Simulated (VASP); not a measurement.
# Ag (P6_3/mmc) in VASP: notebook, part 2 of 2

VASP 6.6.1. Earlier steps stand in the parts before.

**5. Single point, r2SCAN (volume scaled by 0.96)**

Input file POSCAR:

```
Ag
1.0
    2.8758313210      0.0000000000      0.0000000000
   -1.4379156605      2.4905429810      0.0000000000
    0.0000000000      0.0000000000      4.6508362993
Ag
2
Direct
    0.3333333333      0.6666666667      0.2500000000
    0.6666666667      0.3333333333      0.7500000000
```

Input file INCAR.step1:

```
SYSTEM = Ag
ALGO = Normal ; EDIFF = 1E-4
ENCUT = 520 ; GGA = PE
ISMEAR = -1 ; LASPH = .TRUE.
LCHARG = .FALSE. ; LREAL = .FALSE.
LWAVE = .TRUE. ; NBANDS = 18
NELM = 100 ; PREC = Accurate
SIGMA = 0.1
```

Input file INCAR.step2:

```
SYSTEM = Ag
ALGO = Normal ; EDIFF = 1E-7
ENCUT = 520 ; ISIF = 2
ISMEAR = -1 ; ISTART = 1
LASPH = .TRUE. ; LCHARG = .FALSE.
LMIXTAU = .TRUE. ; LREAL = .FALSE.
LWAVE = .FALSE. ; METAGGA = R2SCAN
NBANDS = 18 ; NELM = 100
PREC = Accurate ; SIGMA = 0.1
```

Input file KPOINTS:

```
k-points
0
G
  14 14 8
  0 0 0
```

Potentials or basis: VASP PAW PBE potentials, release 64 (Ag).

Launch:

```sh
> cat potpaw_PBE.64/Ag/POTCAR > POTCAR
> cp INCAR.step1 INCAR
> mpirun -np 1 vasp_std > vasp.out
> cp INCAR.step2 INCAR
> mpirun -np 1 vasp_std > vasp.out
```

OUTCAR:

```text
SYSTEM = Ag
   EDIFF = 1E-7
   ENCUT = 520
   ISIF = 2
   ISMEAR = -1
   ISTART = 1
   LASPH = .TRUE.
   LREAL = .FALSE.
   METAGGA = R2SCAN
   NELM = 100
   PREC = Accurate

 ion  position               nearest neighbor table
   1  0.333  0.667  0.250-   2 2.86   2 2.86   2 2.86   2 2.86   2 2.86   2 2.86
   2  0.667  0.333  0.750-   1 2.86   1 2.86   1 2.86   1 2.86   1 2.86   1 2.86

  LATTYP: Found a hexagonal cell.
 ALAT       =     2.8758313210
 C/A-ratio  =     1.6172145652

  Lattice vectors:

 A1 = (   2.8758313210,   0.0000000000,   0.0000000000)
 A2 = (  -1.4379156605,   2.4905429810,   0.0000000000)
 A3 = (   0.0000000000,   0.0000000000,   4.6508362993)

Analysis of symmetry for initial positions (statically):
=====================================================================
 Subroutine PRICEL returns:
 Original cell was already a primitive cell.

 Routine SETGRP: Setting up the symmetry group for a
 hexagonal supercell.

 Subroutine GETGRP returns: Found 24 space group operations
 (whereof 12 operations were pure point group operations)
 out of a pool of 24 trial point group operations.

The static configuration has the point symmetry D_3d.
 The point group associated with its full space group is D_6h.

Analysis of symmetry for dynamics (positions and initial velocities):
=====================================================================
 Subroutine PRICEL returns:
 Original cell was already a primitive cell.

 Routine SETGRP: Setting up the symmetry group for a
 hexagonal supercell.

 Subroutine GETGRP returns: Found 24 space group operations
 (whereof 12 operations were pure point group operations)
 out of a pool of 24 trial point group operations.

The dynamic configuration has the point symmetry D_3d.
 The point group associated with its full space group is D_6h.

 Subroutine INISYM returns: Found 24 space group operations
 (whereof 12 operations are pure point group operations),
 and found     1 'primitive' translations

----------------------------------------------------------------------------------------

                                     Primitive cell

  volume of cell :      33.3111

  direct lattice vectors                    reciprocal lattice vectors
     2.875831321  0.000000000  0.000000000     0.347725540  0.200759434  0.000000000
    -1.437915661  2.490542981  0.000000000     0.000000000  0.401518869  0.000000000
     0.000000000  0.000000000  4.650836299     0.000000000  0.000000000  0.215015093

  length of vectors
     2.875831321  2.875831321  4.650836299     0.401518869  0.401518869  0.215015093

  position of ions in fractional coordinates (direct lattice)
     0.333333333  0.666666667  0.250000000
     0.666666667  0.333333333  0.750000000

  ion indices of the primitive-cell ions
   primitive index   ion index
                 1           1
                 2           2

----------------------------------------------------------------------------------------

 KPOINTS: k-points

Automatic generation of k-mesh.
 Grid dimensions read from file:
 generate k-points for:   14   14    8

 Generating k-lattice:

  Cartesian coordinates                     Fractional coordinates (reciprocal lattice)
     0.024837539  0.014339960  0.000000000     0.071428571  0.000000000  0.000000000
     0.000000000  0.028679919  0.000000000     0.000000000  0.071428571  0.000000000
     0.000000000  0.000000000  0.026876887     0.000000000  0.000000000  0.125000000

  Length of vectors
     0.028679919  0.028679919  0.026876887

  Shift w.r.t. Gamma in fractional coordinates (k-lattice)
     0.000000000  0.000000000  0.000000000

 Subroutine IBZKPT returns following result:
 ===========================================

 Found    120 irreducible k-points:

 Following reciprocal coordinates:
            Coordinates               Weight
  0.000000  0.000000  0.000000      1.000000
  0.071429  0.000000  0.000000      6.000000
  0.142857  0.000000  0.000000      6.000000
  0.214286  0.000000  0.000000      6.000000
  0.285714  0.000000  0.000000      6.000000
  0.357143  0.000000  0.000000      6.000000
[... 16 lines left out ...]
  0.285714  0.285714  0.000000      6.000000
  0.357143  0.285714  0.000000      6.000000
 [... further k-points ...]
   k-points           NKPTS =    120   k-points in BZ     NKDIM =    120   number of bands    NBANDS=     18
   number of dos      NEDOS =    301   number of ions     NIONS =      2
   total plane-waves  NPLWV =  20736
   dimension x,y,z NGX =    24 NGY =   24 NGZ =   36
   dimension x,y,z NGXF=    48 NGYF=   48 NGZF=   72
   ions per type =               2
   NGX,Y,Z   is equivalent  to a cutoff of  13.87, 13.87, 12.87 a.u.
   NGXF,Y,Z  is equivalent  to a cutoff of  27.75, 27.75, 25.74 a.u.
 SYSTEM =  Ag
   PREC   = accura    normal or accurate (medium, high low for compatibility)
   ISTART =      1    job   : 0-new  1-cont  2-samecut
   ICHARG =      0    charge: 1-file 2-atom 10-const
   ISPIN  =      1    spin polarized calculation?
   LNONCOLLINEAR =      F non collinear calculations
   LSORBIT =      F    spin-orbit coupling
   LASPH  =      T    aspherical Exc in radial PAW
   ENCUT  =  520.0 eV  38.22 Ry    6.18 a.u.   5.35  5.35  8.65*2*pi/ulx,y,z
   NELM   =    100;   NELMIN=  2; NELMDL=  0     # of ELM steps
   EDIFF  = 0.1E-06   stopping-criterion for ELM
   LREAL  =      F    real-space projection
   EDIFFG = 0.1E-05   stopping-criterion for IOM
   NSW    =      0    number of steps for IOM
   IBRION =     -1    ionic relax: 0-MD 1-quasi-New 2-CG
   NFREE  =      0    steps in history (QN), initial steepest desc. (CG)
   ISIF   =      2    stress and relaxation
   ISYM   =      2    0-nonsym 1-usesym 2-fastsym
   POTIM  = 0.5000    time-step for ionic-motion
   TEBEG  =    0.0;   TEEND  =   0.0 temperature during run
   PSTRESS=    0.0 pullay stress
   NELECT =      22.0000    total number of electrons
   NUPDOWN=      -1.0000    fix difference up-down
   EMIN   =  10.00;   EMAX   =-10.00  energy-range for DOS
   EFERMI =   0.00;   METHOD = LEGACY
   ISMEAR =    -1;   SIGMA  =   0.10  broadening in eV -4-tet -1-fermi 0-gaus
   EFERMI_NEDOS =   21; number of points for ismear=-14 and -15
   IALGO  =     38    algorithm
   IMIX   =      4    mixing-type and parameters
     AMIX     =   0.40;   BMIX     =  1.00
     AMIX_MAG =   1.60;   BMIX_MAG =  1.00
  volume/ion in A,a.u.               =      16.66       112.40
  Fermi-wavevector in a.u.,A,eV,Ry     =   1.425672  2.694129 27.654386  2.032540
  Thomas-Fermi vector in A             =   2.546031
   LORBIT       =      0    0 simple, 1 ext, 2 COOP (PROOUT), +10 PAW based schemes
   METAGGA = R2SCAN    functional components
   LHFCALC =     F    Hartree Fock is set to
   AEXX    =    0.0000 exact exchange contribution
   IVDW    =     0    specifies the selected vdW correction
   LEPSILON=     F    determine dielectric tensor
   LRPA    =     F    only Hartree local field effects (RPA)
 non-spin polarized calculation
  energy-cutoff  :      520.00
  volume of cell :       33.31
 maximum number of plane-waves:       917
 NGX is ok and might be reduce to    24
   NGX = 11   NGY = 11   NGZ = 17

 number of electron      21.9999996 magnetization

 Free energy of the ion-electron system (eV)
  ---------------------------------------------------
  ext. energy  EPLUGINS =         0.00000000
  ---------------------------------------------------
  free energy    TOTEN  =       -42.69212992 eV

  energy without entropy =      -42.67478482  energy(sigma->0) =      -42.68345737

 E-fermi :   8.7365     XC(G=0): -13.1292

 val. band max:        8.7005567251   @ k =   0.0714   0.0714   0.1250
 cond. band min:       8.8402536980   @ k =   0.5000   0.0000   0.0000
 fundamental gap:      0.1396969729
 Fermi energy:         8.7364567096

 k-point     1 :       0.0000    0.0000    0.0000
  band No.  band energies     occupation
      1       0.6208      2.00000
      2       1.8808      2.00000
      3       3.5719      2.00000
      4       3.6275      2.00000
      5       3.6275      2.00000
      6       3.8916      2.00000
[... 10 lines left out ...]
     17      27.9057      0.00000
     18      27.9057      0.00000

 k-point     2 :       0.0714    0.0000    0.0000
  band No.  band energies     occupation
      1       0.7685      2.00000
      2       1.9646      2.00000
      3       3.4465      2.00000
      4       3.7067      2.00000
      5       3.7460      2.00000
      6       3.8646      2.00000
[... 10 lines left out ...]
     17      27.4647      0.00000
     18      28.2146      0.00000
[... 442 lines left out ...]
 k-point    24 :       0.3571    0.2857    0.0000
  band No.  band energies     occupation
      1       2.3070      2.00000
      2       2.8125      2.00000
      3       2.8988      2.00000
      4       3.4117      2.00000
      5       3.4937      2.00000
      6       3.6350      2.00000
[... 10 lines left out ...]
     17      19.9622      0.00000
     18      21.0849      0.00000

 [... further k-points ...]
[... 5 lines left out ...]
  --------------------------------------------------------------------------------------
  -------------------------------------------------------------------------------------
  Total        0.9331046      0.9331046      1.1550659      0.0000000      0.0000000      0.0000000
  in kB       44.8799546     44.8799546     55.5557276      0.0000000      0.0000000      0.0000000
  external PRESSURE =      48.4385456 kB  Pullay stress =       0.0000000 kB

 VOLUME and BASIS-vectors are now :
 -----------------------------------------------------------------------------
  energy-cutoff  :      520.00
  volume of cell :       33.31
      direct lattice vectors                 reciprocal lattice vectors
     2.875831321  0.000000000  0.000000000     0.347725540  0.200759434  0.000000000
    -1.437915661  2.490542981  0.000000000     0.000000000  0.401518869  0.000000000
     0.000000000  0.000000000  4.650836299     0.000000000  0.000000000  0.215015093

 POSITION                                       TOTAL-FORCE (eV/Angst)
 -----------------------------------------------------------------------------------
     -0.00000      1.66036      1.16271         0.000000      0.000000      0.000000
      1.43792      0.83018      3.48813        -0.000000     -0.000000      0.000000
 -----------------------------------------------------------------------------------
    total drift:                                0.000000     -0.000000      0.000000

  FREE ENERGIE OF THE ION-ELECTRON SYSTEM (eV)
  ---------------------------------------------------
  free  energy   TOTEN  =       -42.6921299183 eV

  energy  without entropy=      -42.6747848200  energy(sigma->0) =      -42.68345737
```

It took 3.6 min on 1 thread of Intel Xeon 6975P-C, shared host; peak memory 0.2 GiB.

What came out:

```
Free energy            : -42.6921 eV
Pressure               : 4.8 GPa
Band gap on the k mesh : zero (band 11 reaches 12.61 eV, above the bottom of band 12 at 5.00 eV)
```

Stress tensor (GPa, compression positive):
```
4.49 0.00 0.00
0.00 4.49 0.00
0.00 0.00 5.56
```

Levels at points of the mesh, in eV from the Fermi level:
```tsv
k point	band 8	band 9	band 10	band 11	band 12	band 13	band 14	band 15
(0.00, 0.00, 0.00)	-4.52	-4.52	-3.41	-3.41	-0.30	4.00	16.31	18.60
(0.50, 0.00, 0.00)	-3.29	-3.19	-3.13	0.10	1.63	7.41	7.63	10.09
(0.00, 0.00, 0.50)	-4.83	-3.74	-3.74	-3.74	-3.74	11.99	11.99	16.70
(0.50, 0.00, 0.50)	-3.45	-3.19	-3.19	0.83	0.83	4.90	4.90	14.34
```

Caveat: the PAW data sets were made with another functional, which shifts forces and pressure a little.

**6. Summary**

| cell | k mesh | gap on the mesh (eV) | pressure (GPa) |
| --- | --- | --- | --- |
| a = 2.915, b = 2.915, c = 4.715 Å, angles 90.0, 90.0, 120.0°, 2 atoms | 12 × 12 × 7 | none | 0.1 |
| a = 2.794, b = 2.794, c = 4.518 Å, angles 90.0, 90.0, 120.0°, 2 atoms | 14 × 14 × 8 | none | 19.2 |
| a = 2.835, b = 2.835, c = 4.585 Å, angles 90.0, 90.0, 120.0°, 2 atoms | 14 × 14 × 8 | none | 11.1 |
| a = 2.876, b = 2.876, c = 4.651 Å, angles 90.0, 90.0, 120.0°, 2 atoms | 14 × 14 × 8 | none | 4.8 |

Alike in all rows: task single point; level r2SCAN; potentials or basis VASP PAW PBE potentials, release 64 (Ag); no spin polarisation; cutoff (eV) 520; smearing fermi-dirac 0.1 eV.

Caveats: the PAW data sets were made with another functional, which shifts forces and pressure a little.

Absolute energies hang on the potentials; compare differences alone.
